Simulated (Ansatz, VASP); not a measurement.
# LiF in VASP and in Ansatz

```
CELL_PARAMETERS angstrom
3.04965 0.00000 0.00000
-1.52482 2.64107 0.00000
0.00000 0.00000 5.04076
ATOMIC_POSITIONS crystal
Li 0.33333 0.66667 0.38398
Li 0.66667 0.33333 0.88398
F 0.33333 0.66667 0.99102
F 0.66667 0.33333 0.49102
```

Alike in both runs: task single point; functional LDA; k mesh 9 × 9 × 6; occupations gaussian, width 0.05 eV; no spin polarisation.

```csv
,VASP,Ansatz
version,VASP 6.6.1,Ansatz 0.2.0
potentials or method,"VASP PAW LDA potentials, release 64 (Li_sv, F), cutoff 520 eV","scalar-relativistic, plane waves, PAW"
valence electrons in the cell,20,20
```

|  | VASP | Ansatz | Ansatz less VASP |
| --- | --- | --- | --- |
| gap on the k mesh at the Fermi level (eV) | 7.40 | 7.41 | +0.015 |
| least direct gap on the mesh (eV) | 7.40 | 7.41 | +0.015 |
| rms of the force components (eV/Å) | 0.103 | 0.102 | -0.0014 |

LDA's correlation is that of Perdew and Zunger in VASP and of Perdew and Wang (1992) in Ansatz. Atom by atom the forces differ by 0.001 eV/Å (rms over components).

Noted on VASP's run: the cutoff is short for stress, so the pressure is rough.
